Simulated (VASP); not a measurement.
ZnS, 4 atoms in the cell. It takes space group P6_3/mmc (No. 194, hexagonal). Conventional cell: a = 3.695 Å, b = 3.695 Å, c = 6.030 Å, α = 90.00°, β = 90.00°, γ = 120.00°. Within 3.4 Å of Zn (site symmetry -3m) lie 6 S at 2.61 Å and 2 Zn at 3.01 Å. S (site symmetry -6m2) has 6 Zn at 2.61 Å within 3.4 Å.  This cell differs from its parent crystal: volume changed by +6%.

* Program: VASP 6.6.1
* Task: single point
* Functional: PBE
* Potentials or basis: VASP PAW PBE potentials, release 64 (Zn, S)
* Cutoff: 520 eV
* k mesh: 6 × 6 × 4
* Occupations: gaussian, width 0.01 eV
* Spin: no spin polarisation
* Dipole correction: no
* Further INCAR settings: ALGO = Normal; EDIFF = 1e-06; NBANDS = 26

Potentials or basis: VASP PAW PBE potentials, release 64 (Zn, S).

Launch:

```sh
$ cat potpaw_PBE.64/Zn/POTCAR potpaw_PBE.64/S/POTCAR > POTCAR
$ mpirun -np 1 vasp_std > vasp.out
```

Hardware: 1 thread of Intel Xeon 8259CL (shared host).

Problem. How long does it take, and how much memory?

Solution. Wall time 51 s on 1 thread of Intel Xeon 8259CL (shared host), peak memory 0.19 GiB. Counts: scf iterations 13, k points 21.
